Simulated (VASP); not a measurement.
The system is BP.

```
P B
1.0
     0.00000    2.26900    2.26900
     2.26900    0.00000    2.26900
     2.26900    2.26900    0.00000
P B
1 1
Direct
  0.75000 0.75000 0.75000
  0.00000 0.00000 0.00000
```

| Quantity | Value |
| --- | --- |
| Program | VASP 6.6.1 |
| Task | relaxation of cell and atoms |
| Functional | PBE |
| Dispersion | D4 |
| Potentials or basis | VASP PAW PBE potentials, release 64 (P, B) |
| Cutoff | 600 eV |
| k mesh | 10 × 10 × 10 |
| Occupations | fermi-dirac, width 0.05 eV |
| Spin | no spin polarisation |

At the start: pressure -3.9 GPa; volume 11.68 Å³/atom.

Q: Where does the relaxation end?

A: Over 3 steps the energy falls by 3.5 meV/atom and the volume is 11.40 Å³/atom (-2.4 %); space group F-43m (No. 216, to 0.05 Å).

Step by step:
| step | energy change (eV) | largest force (eV/Å) | pressure (GPa) | volume (Å³) |
| --- | --- | --- | --- | --- |
| 1 | 0.0000 | 0.0000 | -3.91 | 23.36 |
| 2 | -0.0031 | 0.0000 | 3.11 | 22.41 |
| 3 | -0.0069 | 0.0000 | 0.01 | 22.81 |

Final structure:
```cif
data_structure
_symmetry_space_group_name_H-M 'P 1'
_symmetry_Int_Tables_number 1
_cell_length_a 3.1833
_cell_length_b 3.1833
_cell_length_c 3.1833
_cell_angle_alpha 60.000
_cell_angle_beta 60.000
_cell_angle_gamma 60.000
_cell_volume 22.81
loop_
_atom_site_label
_atom_site_type_symbol
_atom_site_fract_x
_atom_site_fract_y
_atom_site_fract_z
_atom_site_occupancy
P1 P 0.75000 0.75000 0.75000 1
B1 B 0.00000 0.00000 0.00000 1
```
